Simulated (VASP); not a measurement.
Wanted: the native input for a VASP 6.6.1 run.

```yaml
Task: single point
Functional: PBE
Potentials_or_basis: VASP PAW PBE potentials, release 64 (Zr_sv, Hf_pv, Se)
Cutoff: 520 eV
k_mesh: 8 × 8 × 8
Occupations: gaussian, width 0.02 eV
Spin: no spin polarisation
Dipole_correction: no
Further_INCAR_settings: ALGO = Normal; EDIFF = 1e-06; NBANDS = 32
```

The structure of HfZrSe4 lies in POSCAR:

```
HfZrSe4
1.0
   -2.8485019524      2.8485019524      6.7791396835
    2.8485019524     -2.8485019524      6.7791396835
    2.8485019524      2.8485019524     -6.7791396835
Zr Hf Se
1 1 4
Direct
    0.5000000000      0.5000000000      0.0000000000
    0.0000000000      0.0000000000      0.0000000000
    0.1339322682      0.1339322682      0.4969925596
    0.8660677318      0.3630602915      0.0000000000
    0.3630602915      0.8660677318      0.0000000000
    0.6369397085      0.6369397085      0.5030074404
```

The cell was generated, and may not be a known phase.

These files were run (other wordings do the same):

INCAR

```
ALGO = Normal ; EDIFF = 1E-6
ENCUT = 520 ; GGA = PE
ISIF = 2 ; ISMEAR = 0
LASPH = True ; LCHARG = False
LREAL = False ; LWAVE = False
NBANDS = 32 ; NELM = 100
PREC = Accurate ; SIGMA = 0.02
```

KPOINTS

```
k-points
0
Gamma
  8 8 8
```

Potentials or basis: VASP PAW PBE potentials, release 64 (Zr_sv, Hf_pv, Se).

Launch:

```console
$ cat potpaw_PBE.64/Zr_sv/POTCAR potpaw_PBE.64/Hf_pv/POTCAR potpaw_PBE.64/Se/POTCAR > POTCAR
$ mpirun -np 1 vasp_std > vasp.out
```

Results of the run:

```json
{
  "Pressure": "-0.1 GPa",
  "Largest force": "0.043 eV/Å",
  "Band gap on the k mesh": "1.59 eV (least direct gap 1.70 eV)"
}
```

Caveat: spin-orbit coupling is left out, which moves the levels of the heavy elements.

Wall time 26 min on 1 thread of Intel Xeon 8259CL, on a shared host, peak memory 0.78 GiB.
